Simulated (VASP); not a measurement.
# NbH2 (Immm) in VASP: a series of runs

NbH2 is run at these levels: PBEsol; tasks: single point.

Program: VASP 6.6.1. These are calculated values, not measurements. Logs are shortened: lines on timing, memory, paths and dates and some standing lists are left out, and cuts for length are marked.

### 1 The cell of the first run

Symmetry: Immm, No. 71, orthorhombic system. Conventional cell: a = 3.194 Å, b = 3.259 Å, c = 4.563 Å, α = 90.00°, β = 90.00°, γ = 90.00°. Nb (site symmetry mmm) has 8 H at 1.96 to 1.99 Å within 2.6 Å. H (site symmetry mm2) has 4 Nb at 1.96 to 1.99 Å and 6 H at 2.28 Å within 2.6 Å.

### 2 Single point, PBEsol

Input file INCAR:

```
SYSTEM = NbH2
ALGO = Normal
EDIFF = 1E-6
ENCUT = 520
GGA = PS
ISIF = 2
ISMEAR = -1
LASPH = .TRUE.
LCHARG = .FALSE.
LREAL = .FALSE.
LWAVE = .FALSE.
NBANDS = 14
NELM = 60
PREC = Accurate
SIGMA = 0.02
```

Input file KPOINTS:

```
k-points
0
G
  13 13 13
  0 0 0
```

Input file POSCAR:

```
NbH2
1.0
   -0.0228150000      2.2815000000      2.2815000000
    2.2815000000     -0.0228150000      2.2815000000
    2.2586850000      2.2586850000      0.0000000000
Nb H
1 2
Direct
    0.0000000000      0.0000000000      0.0000000000
    0.2500000000      0.2500000000      0.2500000000
    0.7500000000      0.7500000000      0.7500000000
```

Potentials or basis: VASP PAW PBE potentials, release 64 (Nb_sv, H).

Command:

```
cat potpaw_PBE.64/Nb_sv/POTCAR potpaw_PBE.64/H/POTCAR > POTCAR
mpirun -np 1 vasp_std > vasp.out
```

OUTCAR:

```text
SYSTEM = NbH2
   EDIFF = 1E-6
   ENCUT = 520
   GGA = PS
   ISIF = 2
   ISMEAR = -1
   LASPH = .TRUE.
   LREAL = .FALSE.
   NELM = 60
   PREC = Accurate

 ion  position               nearest neighbor table
   1  0.000  0.000  0.000-   3 1.96   2 1.96   3 1.96   2 1.96
   2  0.250  0.250  0.250-   1 1.96   1 1.96
   3  0.750  0.750  0.750-   1 1.96   1 1.96

  LATTYP: Found a body centered orthorhombic cell.
 ALAT       =     3.1942629601
 B/A-ratio  =     1.0202020202
 C/A-ratio  =     1.4284985479

  Lattice vectors:

 A1 = (   0.0228150000,  -2.2815000000,  -2.2815000000)
 A2 = (  -0.0228150000,   2.2815000000,  -2.2815000000)
 A3 = (   2.2815000000,  -0.0228150000,   2.2815000000)

Analysis of symmetry for initial positions (statically):
=====================================================================
 Subroutine PRICEL returns:
 Original cell was already a primitive cell.

 Routine SETGRP: Setting up the symmetry group for a
 body centered orthorhombic supercell.

 Subroutine GETGRP returns: Found  8 space group operations
 (whereof  8 operations were pure point group operations)
 out of a pool of  8 trial point group operations.

The static configuration has the point symmetry D_2h.

Analysis of symmetry for dynamics (positions and initial velocities):
=====================================================================
 Subroutine PRICEL returns:
 Original cell was already a primitive cell.

 Routine SETGRP: Setting up the symmetry group for a
 body centered orthorhombic supercell.

 Subroutine GETGRP returns: Found  8 space group operations
 (whereof  8 operations were pure point group operations)
 out of a pool of  8 trial point group operations.

The dynamic configuration has the point symmetry D_2h.

 Subroutine INISYM returns: Found  8 space group operations
 (whereof  8 operations are pure point group operations),
 and found     1 'primitive' translations

----------------------------------------------------------------------------------------

                                     Primitive cell

  volume of cell :      23.7491

  direct lattice vectors                    reciprocal lattice vectors
    -0.022815000  2.281500000  2.281500000    -0.216984223  0.216984223  0.219154065
     2.281500000 -0.022815000  2.281500000     0.216984223 -0.216984223  0.219154065
     2.258685000  2.258685000  0.000000000     0.221367743  0.221367743 -0.219154065

  length of vectors
[... 89 lines left out ...]
   NFREE  =      0    steps in history (QN), initial steepest desc. (CG)
   ISIF   =      2    stress and relaxation
   ISYM   =      2    0-nonsym 1-usesym 2-fastsym
   POTIM  = 0.5000    time-step for ionic-motion
   TEBEG  =    0.0;   TEEND  =   0.0 temperature during run
   PSTRESS=    0.0 pullay stress
   NELECT =      15.0000    total number of electrons
   NUPDOWN=      -1.0000    fix difference up-down
   EMIN   =  10.00;   EMAX   =-10.00  energy-range for DOS
   EFERMI =   0.00;   METHOD = LEGACY
   ISMEAR =    -1;   SIGMA  =   0.02  broadening in eV -4-tet -1-fermi 0-gaus
   EFERMI_NEDOS =   21; number of points for ismear=-14 and -15
   IALGO  =     38    algorithm
   IMIX   =      4    mixing-type and parameters
     AMIX     =   0.40;   BMIX     =  1.00
     AMIX_MAG =   1.60;   BMIX_MAG =  1.00
  volume/ion in A,a.u.               =       7.92        53.42
  Fermi-wavevector in a.u.,A,eV,Ry     =   1.404611  2.654329 26.843353  1.972931
  Thomas-Fermi vector in A             =   2.527155
   LORBIT       =      0    0 simple, 1 ext, 2 COOP (PROOUT), +10 PAW based schemes
   GGA     = PS    functional components
   LHFCALC =     F    Hartree Fock is set to
   AEXX    =    0.0000 exact exchange contribution
   IVDW    =     0    specifies the selected vdW correction
   LEPSILON=     F    determine dielectric tensor
   LRPA    =     F    only Hartree local field effects (RPA)
 non-spin polarized calculation
  energy-cutoff  :      520.00
  volume of cell :       23.75
 maximum number of plane-waves:       652
   NGX = 11   NGY = 11   NGZ = 11

 number of electron      15.0000000 magnetization

 Free energy of the ion-electron system (eV)
  ---------------------------------------------------
  ext. energy  EPLUGINS =         0.00000000
  ---------------------------------------------------
  free energy    TOTEN  =       -18.48423174 eV

  energy without entropy =      -18.48269853  energy(sigma->0) =      -18.48346513

 E-fermi :   9.8284     XC(G=0): -12.1633

 val. band max:        9.8256112179   @ k =  -0.2308   0.2308   0.0769
 cond. band min:       9.8297010657   @ k =  -0.2308   0.0000   0.4615
 fundamental gap:      0.0040898478
 Fermi energy:         9.8283879564

 k-point     1 :       0.0000    0.0000    0.0000
  band No.  band energies     occupation
      1     -45.4687      2.00000
      2     -21.2802      2.00000
      3     -21.2643      2.00000
      4     -21.2481      2.00000
      5      -0.8363      2.00000
      6       8.3723      2.00000
      7       8.4749      2.00000
      8       8.5931      2.00000
      9       8.7798      2.00000
     10      11.1131      0.00000
     11      11.1134      0.00000
     12      22.1454      0.00000
     13      22.9820      0.00000
     14      23.1611      0.00000
[... 377 lines left out ...]
      1     -45.3833      2.00000
      2     -21.8694      2.00000
      3     -21.4289      2.00000
      4     -21.3655      2.00000
      5       1.9535      2.00000
      6       4.1806      2.00000
      7       7.9321      2.00000
      8       9.3540      2.00000
      9      12.0574      0.00000
     10      12.5691      0.00000
     11      15.9511      0.00000
     12      16.9298      0.00000
     13      19.7891      0.00000
     14      21.7050      0.00000

 [... further k-points ...]
[... 5 lines left out ...]
  --------------------------------------------------------------------------------------
  -------------------------------------------------------------------------------------
  Total       -0.8608327     -0.8608327     -0.8333192      0.3510434      0.0000000      0.0000000
  in kB      -58.0739485    -58.0739485    -56.2178194     23.6822760      0.0000000      0.0000000
  external PRESSURE =     -57.4552388 kB  Pullay stress =       0.0000000 kB

 VOLUME and BASIS-vectors are now :
 -----------------------------------------------------------------------------
  energy-cutoff  :      520.00
  volume of cell :       23.75
      direct lattice vectors                 reciprocal lattice vectors
    -0.022815000  2.281500000  2.281500000    -0.216984223  0.216984223  0.219154065
     2.281500000 -0.022815000  2.281500000     0.216984223 -0.216984223  0.219154065
     2.258685000  2.258685000  0.000000000     0.221367743  0.221367743 -0.219154065

 POSITION                                       TOTAL-FORCE (eV/Angst)
 -----------------------------------------------------------------------------------
      0.00000      0.00000      0.00000         0.000000      0.000000      0.000000
      1.12934      1.12934      1.14075         0.000000      0.000000      0.087768
      3.38803      3.38803      3.42225        -0.000000     -0.000000     -0.087768
 -----------------------------------------------------------------------------------
    total drift:                               -0.000000      0.000000      0.000000

  FREE ENERGIE OF THE ION-ELECTRON SYSTEM (eV)
  ---------------------------------------------------
  free  energy   TOTEN  =       -18.4842317366 eV

  energy  without entropy=      -18.4826985327  energy(sigma->0) =      -18.48346513
```

stdout:

```text
POSCAR found type information on POSCAR NbH
 POSCAR found :  2 types and       3 ions
 scaLAPACK will be used
 -----------------------------------------------------------------------------
|                                                                             |
|                                                                             |
|     You enforced a specific xc type in the INCAR file but a different       |
|     I HOPE YOU KNOW WHAT YOU ARE DOING!                                     |
|                                                                             |
 -----------------------------------------------------------------------------

 LDA part: xc-table for (Slater+PW92), standard interpolation
 POSCAR, INCAR and KPOINTS ok, starting setup
 FFT: planning ... GRIDC
 FFT: planning ... GRID_SOFT
 FFT: planning ... GRID
 WAVECAR not read
 entering main loop
```

Wall time 57 s (1 thread of AMD EPYC 9R14 (Zen 4), shared host); peak memory 0.2 GiB.

Results:

```yaml
Free_energy: -18.4842 eV
Pressure: -5.7 GPa
Largest_force: 0.088 eV/Å
Band_gap_on_the_k_mesh: zero (an odd number of electrons rules out a gap without spin polarisation)
```

Forces in eV/Å, atoms in the order of the input:
```
Nb   0.000  0.000  0.000
H    0.000  0.000  0.088
H    0.000  0.000 -0.088
```

Caveat: the cell stands under tension; the PAW data sets were made with another functional, which shifts forces and pressure a little.

### 3 Single point, PBEsol

Input file INCAR:

```
  PREC = Accurate
  ENCUT = 520
  EDIFF = 1E-7
  ISMEAR = -1
  SIGMA = 0.02
  LREAL = F
  LASPH = T
  NELM = 60
  ALGO = Normal
  ISIF = 2
  LWAVE = F
  LCHARG = T
  GGA = PS
  LELF = T
  LVHAR = T
  NBANDS = 14
```

Input file KPOINTS:

```
regular mesh
0
Gamma
  13 13 13
```

Input file POSCAR:

```
NbH2
1.0
   -0.0114075000      2.2815000000      2.2815000000
    2.2815000000     -0.0114075000      2.2815000000
    2.2700925000      2.2700925000      0.0000000000
Nb H
1 2
Direct
    0.0000000000      0.0000000000      0.0000000000
    0.2500000000      0.2500000000      0.2500000000
    0.7500000000      0.7500000000      0.7500000000
```

Potentials or basis: VASP PAW PBE potentials, release 64 (Nb_sv, H).

Command:

```
cat potpaw_PBE.64/Nb_sv/POTCAR potpaw_PBE.64/H/POTCAR > POTCAR
mpirun -np 1 vasp_std > vasp.out
```

OUTCAR:

```text
PREC = Accurate
   ENCUT = 520
   EDIFF = 1E-7
   ISMEAR = -1
   LREAL = F
   LASPH = T
   NELM = 60
   ISIF = 2
   GGA = PS

 ion  position               nearest neighbor table
   1  0.000  0.000  0.000-
   2  0.250  0.250  0.250-
   3  0.750  0.750  0.750-

  LATTYP: Found a body centered orthorhombic cell.
 ALAT       =     3.2103956013
 B/A-ratio  =     1.0100502513
 C/A-ratio  =     1.4213201632

  Lattice vectors:

 A1 = (   0.0114075000,  -2.2815000000,  -2.2815000000)
 A2 = (  -0.0114075000,   2.2815000000,  -2.2815000000)
 A3 = (   2.2815000000,  -0.0114075000,   2.2815000000)

Analysis of symmetry for initial positions (statically):
=====================================================================
 Subroutine PRICEL returns:
 Original cell was already a primitive cell.

 Routine SETGRP: Setting up the symmetry group for a
 body centered orthorhombic supercell.

 Subroutine GETGRP returns: Found  8 space group operations
 (whereof  8 operations were pure point group operations)
 out of a pool of  8 trial point group operations.

The static configuration has the point symmetry D_2h.

Analysis of symmetry for dynamics (positions and initial velocities):
=====================================================================
 Subroutine PRICEL returns:
 Original cell was already a primitive cell.

 Routine SETGRP: Setting up the symmetry group for a
 body centered orthorhombic supercell.

 Subroutine GETGRP returns: Found  8 space group operations
 (whereof  8 operations were pure point group operations)
 out of a pool of  8 trial point group operations.

The dynamic configuration has the point symmetry D_2h.

 Subroutine INISYM returns: Found  8 space group operations
 (whereof  8 operations are pure point group operations),
 and found     1 'primitive' translations

[... 119 lines left out ...]
  Thomas-Fermi vector in A             =   2.527123
   LORBIT       =      0    0 simple, 1 ext, 2 COOP (PROOUT), +10 PAW based schemes
   GGA     = PS    functional components
   LHFCALC =     F    Hartree Fock is set to
   AEXX    =    0.0000 exact exchange contribution
   IVDW    =     0    specifies the selected vdW correction
   LEPSILON=     F    determine dielectric tensor
   LRPA    =     F    only Hartree local field effects (RPA)
 non-spin polarized calculation
  energy-cutoff  :      520.00
  volume of cell :       23.75
 maximum number of plane-waves:       652
   NGX = 11   NGY = 11   NGZ = 11

 number of electron      15.0000000 magnetization

 Free energy of the ion-electron system (eV)
  ---------------------------------------------------
  ext. energy  EPLUGINS =         0.00000000
  ---------------------------------------------------
  free energy    TOTEN  =       -18.48670388 eV

  energy without entropy =      -18.48492772  energy(sigma->0) =      -18.48581580

 E-fermi :   9.8254     XC(G=0): -12.1632

 val. band max:        9.8245272767   @ k =  -0.3846   0.2308   0.0000
 cond. band min:       9.8275844403   @ k =   0.2308   0.0769   0.3846
 fundamental gap:      0.0030571636
 Fermi energy:         9.8253758235

 k-point     1 :       0.0000    0.0000    0.0000
  band No.  band energies     occupation
      1     -45.4699      2.00000
      2     -21.2734      2.00000
      3     -21.2653      2.00000
      4     -21.2579      2.00000
      5      -0.8371      2.00000
      6       8.4258      2.00000
      7       8.4787      2.00000
      8       8.5359      2.00000
      9       8.7793      2.00000
     10      11.1098      0.00000
     11      11.1100      0.00000
     12      22.1404      0.00000
     13      23.0688      0.00000
     14      23.1591      0.00000
[... 377 lines left out ...]
      1     -45.3833      2.00000
      2     -21.8692      2.00000
      3     -21.4306      2.00000
      4     -21.3763      2.00000
      5       1.9531      2.00000
      6       4.1991      2.00000
      7       7.9452      2.00000
      8       9.3040      2.00000
      9      12.0953      0.00000
     10      12.5561      0.00000
     11      15.9831      0.00000
     12      16.9401      0.00000
     13      19.7876      0.00000
     14      21.6130      0.00000

 [... further k-points ...]
[... 5 lines left out ...]
  --------------------------------------------------------------------------------------
  -------------------------------------------------------------------------------------
  Total       -0.8573352     -0.8573352     -0.8488305      0.1587281      0.0000000      0.0000000
  in kB      -57.8336612    -57.8336612    -57.2599533     10.7073967      0.0000000      0.0000000
  external PRESSURE =     -57.6424252 kB  Pullay stress =       0.0000000 kB

 VOLUME and BASIS-vectors are now :
 -----------------------------------------------------------------------------
  energy-cutoff  :      520.00
  volume of cell :       23.75
      direct lattice vectors                 reciprocal lattice vectors
    -0.011407500  2.281500000  2.281500000    -0.218063747  0.218063747  0.219154065
     2.281500000 -0.011407500  2.281500000     0.218063747 -0.218063747  0.219154065
     2.270092500  2.270092500  0.000000000     0.220255342  0.220255342 -0.219154065

 POSITION                                       TOTAL-FORCE (eV/Angst)
 -----------------------------------------------------------------------------------
      0.00000      0.00000      0.00000        -0.000000     -0.000000      0.000000
      1.13505      1.13505      1.14075        -0.000000     -0.000000      0.043113
      3.40514      3.40514      3.42225         0.000000      0.000000     -0.043113
 -----------------------------------------------------------------------------------
    total drift:                               -0.000000      0.000000      0.000000

  FREE ENERGIE OF THE ION-ELECTRON SYSTEM (eV)
  ---------------------------------------------------
  free  energy   TOTEN  =       -18.4867038812 eV

  energy  without entropy=      -18.4849277227  energy(sigma->0) =      -18.48581580
```

OSZICAR:

```text
N       E                     dE             d eps       ncg     rms          rms(c)
DAV:   1     0.120265543465E+03    0.12027E+03   -0.79132E+03  9628   0.105E+03
DAV:   2    -0.148196119083E+02   -0.13509E+03   -0.12761E+03 11194   0.370E+02
DAV:   3    -0.196338622793E+02   -0.48143E+01   -0.45930E+01 14098   0.621E+01
DAV:   4    -0.198904821552E+02   -0.25662E+00   -0.25583E+00 12688   0.132E+01
DAV:   5    -0.198968178797E+02   -0.63357E-02   -0.63343E-02 13740   0.186E+00    0.933E+00
DAV:   6    -0.186307419265E+02    0.12661E+01   -0.14231E+00 14988   0.139E+01    0.284E+00
DAV:   7    -0.184889187431E+02    0.14182E+00   -0.34071E-01 16156   0.560E+00    0.782E-01
DAV:   8    -0.184865364776E+02    0.23823E-02   -0.27351E-02 13228   0.199E+00    0.277E-01
DAV:   9    -0.184867841353E+02   -0.24766E-03   -0.26885E-03 15622   0.498E-01    0.743E-02
DAV:  10    -0.184867048203E+02    0.79315E-04   -0.18984E-04 10284   0.121E-01    0.117E-02
DAV:  11    -0.184867048267E+02   -0.64572E-08   -0.12326E-05 13680   0.273E-02    0.506E-03
DAV:  12    -0.184867039101E+02    0.91663E-06   -0.72748E-07 13870   0.101E-02    0.246E-03
DAV:  13    -0.184867038812E+02    0.28880E-07   -0.11585E-07  7230   0.533E-03
   1 F= -.18486704E+02 E0= -.18485816E+02  d E =-.177616E-02
```

stdout:

```text
POSCAR found type information on POSCAR NbH
 POSCAR found :  2 types and       3 ions
 scaLAPACK will be used
 -----------------------------------------------------------------------------
|                                                                             |
|                                                                             |
|     You enforced a specific xc type in the INCAR file but a different       |
|     I HOPE YOU KNOW WHAT YOU ARE DOING!                                     |
|                                                                             |
 -----------------------------------------------------------------------------

 LDA part: xc-table for (Slater+PW92), standard interpolation
 POSCAR, INCAR and KPOINTS ok, starting setup
 FFT: planning ... GRIDC
 FFT: planning ... GRID_SOFT
 FFT: planning ... GRID
 WAVECAR not read
 entering main loop
```

It took 65 s on 1 thread of AMD EPYC 9R14 (Zen 4), shared host; peak memory 0.2 GiB.

What came out:

* Free energy: -18.4867 eV
* Pressure: -5.8 GPa
* Largest force: 0.043 eV/Å
* Band gap on the k mesh: zero (an odd number of electrons rules out a gap without spin polarisation)

Forces on the atoms (eV/Å):
```
Nb   0.000  0.000  0.000
H    0.000  0.000  0.043
H    0.000  0.000 -0.043
```

Levels at points of the mesh, in eV from the Fermi level:
```csv
k point,band 6,band 7,band 8,band 9,band 10,band 11
"(0.00, 0.00, 0.00)",-1.40,-1.35,-1.29,-1.05,1.28,1.28
```

Caveat: the cell stands under tension; the PAW data sets were made with another functional, which shifts forces and pressure a little.

(Part 1 of 2 ends here.)
